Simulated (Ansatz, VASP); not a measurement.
**One calculation of AlP, two programs**

```
CELL_PARAMETERS angstrom
0.00000 2.75340 2.75340
2.75340 0.00000 2.75340
2.75340 2.75340 0.00000
ATOMIC_POSITIONS crystal
Al 0.00000 0.00000 0.00000
P 0.75000 0.75000 0.75000
```

Alike in both runs: functional PBE; k mesh 8 × 8 × 8; occupations gaussian, width 0.02 eV; no spin polarisation.

Ansatz relaxed the structure, and its values are those at the end. VASP's run is a single point on that final structure, the one shown.

|  | VASP | Ansatz |
| --- | --- | --- |
| version | VASP 6.6.1 | Ansatz 0.2.0 |
| potentials or method | VASP PAW PBE potentials, release 64 (Al, P), cutoff 500 eV | scalar-relativistic, plane waves, PAW |
| valence electrons in the cell | 8 | 8 |

|  | VASP | Ansatz | Ansatz less VASP |
| --- | --- | --- | --- |
| gap on the k mesh at the Fermi level (eV) | 1.63 | 1.63 | +0.002 |
| least direct gap on the mesh (eV) | 3.09 | 3.09 | +0.002 |
| pressure (GPa) | 0.0 | 0.0 | +0.09 |
